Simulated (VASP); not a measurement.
# Cu (P6_3/mmc) in VASP: further runs

Cu is run at these levels: r2SCAN; tasks: single point.

Everything below comes from runs of VASP 6.6.1. Logs are shortened: lines on timing, memory, paths and dates and some standing lists are left out, and cuts for length are marked.

### 1 The cell of the first run

The structure is hexagonal, space group P6_3/mmc (No. 194). Conventional cell: a = 2.534 Å, b = 2.534 Å, c = 4.113 Å, α = 90.00°, β = 90.00°, γ = 120.00°. Within 3.3 Å of Cu (site symmetry -6m2) lie 12 Cu at 2.52 to 2.53 Å.

This isn't the form of Cu at room conditions, which is fcc.

### 2 Single point, r2SCAN

Input file POSCAR:

```
Cu
1.0
    2.5341000000      0.0000000000      0.0000000000
   -1.2670500000      2.1945900000      0.0000000000
    0.0000000000      0.0000000000      4.1125700000
Cu
2
Direct
    0.3333333333      0.6666666667      0.2500000000
    0.6666666667      0.3333333333      0.7500000000
```

Input file INCAR.step1:

```
SYSTEM = Cu
  PREC = Accurate
  ENCUT = 660
  ISMEAR = -1
  SIGMA = 0.1
  LREAL = .False.
  LASPH = .True.
  NELM = 120
  NBANDS = 18
  GGA = PE
  ALGO = Normal
  EDIFF = 1E-5
  LWAVE = .True.
  LCHARG = .False.
  GGA_COMPAT = .False.
```

Input file INCAR.step2:

```
SYSTEM = Cu
  PREC = Accurate
  ENCUT = 660
  EDIFF = 1E-6
  ISMEAR = -1
  SIGMA = 0.1
  LREAL = .False.
  LASPH = .True.
  NELM = 120
  ALGO = Normal
  ISIF = 2
  LWAVE = .False.
  LCHARG = .True.
  METAGGA = R2SCAN
  LMIXTAU = .True.
  LELF = .True.
  LVHAR = .True.
  NBANDS = 18
  ISTART = 1
  GGA_COMPAT = .False.
```

Input file KPOINTS:

```
regular mesh
0
Gamma
  10 10 6
  0 0 0
```

Potentials or basis: VASP PAW PBE potentials, release 64 (Cu).

Launch:

```console
$ cat potpaw_PBE.64/Cu/POTCAR > POTCAR
$ cp INCAR.step1 INCAR
$ mpirun -np 1 vasp_std > vasp.out
$ cp INCAR.step2 INCAR
$ mpirun -np 1 vasp_std > vasp.out
```

OUTCAR:

```text
SYSTEM = Cu
   PREC = Accurate
   ENCUT = 660
   EDIFF = 1E-6
   ISMEAR = -1
   LREAL = .False.
   LASPH = .True.
   NELM = 120
   ISIF = 2
   METAGGA = R2SCAN
   ISTART = 1

 ion  position               nearest neighbor table
   1  0.333  0.667  0.250-   2 2.52   2 2.52   2 2.52   2 2.52   2 2.52   2 2.52
   2  0.667  0.333  0.750-   1 2.52   1 2.52   1 2.52   1 2.52   1 2.52   1 2.52

  LATTYP: Found a hexagonal cell.
 ALAT       =     2.5341000000
 C/A-ratio  =     1.6228917564

  Lattice vectors:

 A1 = (   2.5341000000,   0.0000000000,   0.0000000000)
 A2 = (  -1.2670500000,   2.1945900000,   0.0000000000)
 A3 = (   0.0000000000,   0.0000000000,   4.1125700000)

Analysis of symmetry for initial positions (statically):
=====================================================================
 Subroutine PRICEL returns:
 Original cell was already a primitive cell.

 Routine SETGRP: Setting up the symmetry group for a
 hexagonal supercell.

 Subroutine GETGRP returns: Found 24 space group operations
 (whereof 12 operations were pure point group operations)
 out of a pool of 24 trial point group operations.

The static configuration has the point symmetry D_3d.
 The point group associated with its full space group is D_6h.

Analysis of symmetry for dynamics (positions and initial velocities):
=====================================================================
 Subroutine PRICEL returns:
 Original cell was already a primitive cell.

 Routine SETGRP: Setting up the symmetry group for a
 hexagonal supercell.

 Subroutine GETGRP returns: Found 24 space group operations
 (whereof 12 operations were pure point group operations)
 out of a pool of 24 trial point group operations.

The dynamic configuration has the point symmetry D_3d.
 The point group associated with its full space group is D_6h.

 Subroutine INISYM returns: Found 24 space group operations
 (whereof 12 operations are pure point group operations),
 and found     1 'primitive' translations

----------------------------------------------------------------------------------------

                                     Primitive cell

  volume of cell :      22.8713

  direct lattice vectors                    reciprocal lattice vectors
     2.534100000  0.000000000  0.000000000     0.394617418  0.227832989  0.000000000
    -1.267050000  2.194590000  0.000000000     0.000000000  0.455665979  0.000000000
     0.000000000  0.000000000  4.112570000     0.000000000  0.000000000  0.243156955

  length of vectors
     2.534100000  2.534095691  4.112570000     0.455665204  0.455665979  0.243156955

  position of ions in fractional coordinates (direct lattice)
     0.333333333  0.666666667  0.250000000
     0.666666667  0.333333333  0.750000000

  ion indices of the primitive-cell ions
   primitive index   ion index
                 1           1
                 2           2

----------------------------------------------------------------------------------------

 KPOINTS: regular mesh

Automatic generation of k-mesh.
 Grid dimensions read from file:
 generate k-points for:   10   10    6

 Generating k-lattice:

  Cartesian coordinates                     Fractional coordinates (reciprocal lattice)
     0.039461742  0.022783299  0.000000000     0.100000000  0.000000000  0.000000000
     0.000000000  0.045566598  0.000000000     0.000000000  0.100000000  0.000000000
     0.000000000  0.000000000  0.040526159     0.000000000  0.000000000  0.166666667

  Length of vectors
     0.045566520  0.045566598  0.040526159

  Shift w.r.t. Gamma in fractional coordinates (k-lattice)
     0.000000000  0.000000000  0.000000000

 Subroutine IBZKPT returns following result:
 ===========================================

 Found     56 irreducible k-points:

 Following reciprocal coordinates:
            Coordinates               Weight
  0.000000  0.000000  0.000000      1.000000
  0.100000 -0.000000  0.000000      6.000000
  0.200000 -0.000000  0.000000      6.000000
  0.300000 -0.000000  0.000000      6.000000
  0.400000 -0.000000  0.000000      6.000000
  0.500000  0.000000  0.000000      3.000000
[... 16 lines left out ...]
  0.300000  0.100000  0.166667     24.000000
  0.400000  0.100000  0.166667     24.000000
 [... further k-points ...]
   k-points           NKPTS =     56   k-points in BZ     NKDIM =     56   number of bands    NBANDS=     18
   number of dos      NEDOS =    301   number of ions     NIONS =      2
   total plane-waves  NPLWV =  20736
   dimension x,y,z NGX =    24 NGY =   24 NGZ =   36
   dimension x,y,z NGXF=    48 NGYF=   48 NGZF=   72
   ions per type =               2
   NGX,Y,Z   is equivalent  to a cutoff of  15.74, 15.74, 14.55 a.u.
   NGXF,Y,Z  is equivalent  to a cutoff of  31.49, 31.49, 29.11 a.u.
 SYSTEM =  Cu
   PREC   = accura    normal or accurate (medium, high low for compatibility)
   ISTART =      1    job   : 0-new  1-cont  2-samecut
   ICHARG =      0    charge: 1-file 2-atom 10-const
   ISPIN  =      1    spin polarized calculation?
   LNONCOLLINEAR =      F non collinear calculations
   LSORBIT =      F    spin-orbit coupling
   LASPH  =      T    aspherical Exc in radial PAW
   ENCUT  =  660.0 eV  48.51 Ry    6.96 a.u.   5.31  5.31  8.61*2*pi/ulx,y,z
   NELM   =    120;   NELMIN=  2; NELMDL=  0     # of ELM steps
   EDIFF  = 0.1E-05   stopping-criterion for ELM
   LREAL  =      F    real-space projection
[... 7 lines left out ...]
   TEBEG  =    0.0;   TEEND  =   0.0 temperature during run
   PSTRESS=    0.0 pullay stress
   NELECT =      22.0000    total number of electrons
   NUPDOWN=      -1.0000    fix difference up-down
   EMIN   =  10.00;   EMAX   =-10.00  energy-range for DOS
   EFERMI =   0.00;   METHOD = LEGACY
   ISMEAR =    -1;   SIGMA  =   0.10  broadening in eV -4-tet -1-fermi 0-gaus
   EFERMI_NEDOS =   21; number of points for ismear=-14 and -15
   IALGO  =     38    algorithm
   IMIX   =      4    mixing-type and parameters
     AMIX     =   0.40;   BMIX     =  1.00
     AMIX_MAG =   1.60;   BMIX_MAG =  1.00
  volume/ion in A,a.u.               =      11.44        77.17
  Fermi-wavevector in a.u.,A,eV,Ry     =   1.616041  3.053874 35.532797  2.611587
  Thomas-Fermi vector in A             =   2.710691
   LORBIT       =      0    0 simple, 1 ext, 2 COOP (PROOUT), +10 PAW based schemes
   METAGGA = R2SCAN    functional components
   LHFCALC =     F    Hartree Fock is set to
   AEXX    =    0.0000 exact exchange contribution
   IVDW    =     0    specifies the selected vdW correction
   LEPSILON=     F    determine dielectric tensor
   LRPA    =     F    only Hartree local field effects (RPA)
 non-spin polarized calculation
  energy-cutoff  :      660.00
  volume of cell :       22.87
 maximum number of plane-waves:       899
 NGX is ok and might be reduce to    24
   NGX = 11   NGY = 11   NGZ = 17

 number of electron      21.9999999 magnetization

 Free energy of the ion-electron system (eV)
  ---------------------------------------------------
  ext. energy  EPLUGINS =         0.00000000
  ---------------------------------------------------
  free energy    TOTEN  =       -21.63057879 eV

  energy without entropy =      -21.60298964  energy(sigma->0) =      -21.61678421

 E-fermi :   7.7217     XC(G=0): -13.9626

 val. band max:        7.7162216190   @ k =   0.3000  -0.0000   0.3333
 cond. band min:       7.7389172520   @ k =   0.4000   0.1000   0.3333
 fundamental gap:      0.0226956331
 Fermi energy:         7.7216511878

 k-point     1 :       0.0000    0.0000    0.0000
  band No.  band energies     occupation
      1      -2.1257      2.00000
      2       2.3838      2.00000
      3       4.5775      2.00000
      4       4.6146      2.00000
      5       4.6146      2.00000
      6       4.8420      2.00000
[... 10 lines left out ...]
     17      32.5730      0.00000
     18      32.5730      0.00000

 k-point     2 :       0.1000   -0.0000    0.0000
  band No.  band energies     occupation
      1      -1.7845      2.00000
      2       2.5710      2.00000
      3       4.3911      2.00000
      4       4.7376      2.00000
      5       4.7455      2.00000
      6       4.8091      2.00000
[... 10 lines left out ...]
     17      33.3477      0.00000
     18      33.8753      0.00000

 k-point     3 :       0.2000   -0.0000    0.0000
  band No.  band energies     occupation
      1      -0.7972      2.00000
      2       2.9928      2.00000
      3       4.1466      2.00000
      4       4.1501      2.00000
      5       4.6256      2.00000
      6       4.8728      2.00000
[... 10 lines left out ...]
     17      29.1763      0.00000
     18      31.4794      0.00000

 k-point     4 :       0.3000   -0.0000    0.0000
  band No.  band energies     occupation
      1       0.6769      2.00000
      2       3.1828      2.00000
      3       3.5722      2.00000
      4       4.0737      2.00000
      5       4.6203      2.00000
      6       4.6891      2.00000
[... 375 lines left out ...]
      4       3.9953      2.00000
      5       4.4931      2.00000
      6       4.7217      2.00000
[... 10 lines left out ...]
     17      27.9902      0.00000
     18      30.2131      0.00000

 k-point    23 :       0.3000    0.1000    0.1667
  band No.  band energies     occupation
      1       1.7875      2.00000
      2       3.2271      2.00000
      3       3.3930      2.00000
      4       3.9609      2.00000
      5       4.5172      2.00000
      6       4.7681      2.00000
[... 10 lines left out ...]
     17      26.4463      0.00000
     18      26.8103      0.00000

 k-point    24 :       0.4000    0.1000    0.1667
  band No.  band energies     occupation
      1       2.5814      2.00000
      2       3.0630      2.00000
      3       3.4350      2.00000
      4       3.8693      2.00000
      5       4.4886      2.00000
      6       4.9394      2.00000
[... 10 lines left out ...]
     17      23.0381      0.00000
     18      26.0987      0.00000

 [... further k-points ...]

------------------------ aborting loop because EDIFF is reached ----------------------------------------

  FORCE on cell =-STRESS in cart. coord.  units (eV):
  Direction    XX          YY          ZZ          XY          YZ          ZX
  --------------------------------------------------------------------------------------
  -------------------------------------------------------------------------------------
  Total        0.1201933      0.1201927      0.1708619      0.0000000      0.0000000      0.0000000
  in kB        8.4197701      8.4197319     11.9692061      0.0000000      0.0000000      0.0000000
  external PRESSURE =       9.6029027 kB  Pullay stress =       0.0000000 kB

 VOLUME and BASIS-vectors are now :
 -----------------------------------------------------------------------------
  energy-cutoff  :      660.00
  volume of cell :       22.87
      direct lattice vectors                 reciprocal lattice vectors
     2.534100000  0.000000000  0.000000000     0.394617418  0.227832989  0.000000000
    -1.267050000  2.194590000  0.000000000     0.000000000  0.455665979  0.000000000
     0.000000000  0.000000000  4.112570000     0.000000000  0.000000000  0.243156955

 POSITION                                       TOTAL-FORCE (eV/Angst)
 -----------------------------------------------------------------------------------
     -0.00000      1.46306      1.02814        -0.000000     -0.000000      0.000000
      1.26705      0.73153      3.08443         0.000000      0.000000      0.000000
 -----------------------------------------------------------------------------------
    total drift:                               -0.000000      0.000000     -0.000000

  FREE ENERGIE OF THE ION-ELECTRON SYSTEM (eV)
  ---------------------------------------------------
  free  energy   TOTEN  =       -21.6305787934 eV

  energy  without entropy=      -21.6029896363  energy(sigma->0) =      -21.61678421
```

It took 90 s on 1 thread of Intel Xeon 8259CL, shared host; peak memory 0.18 GiB.

What came out:

| Property | Result |
| --- | --- |
| Free energy | -21.6306 eV |
| Pressure | 1.0 GPa |
| Band gap on the k mesh | zero (bands 11 and 12 overlap by 5.34 eV) |

Caveat: the PAW data sets were made with another functional, which shifts forces and pressure a little.

(Part 1 of 2 ends here.)
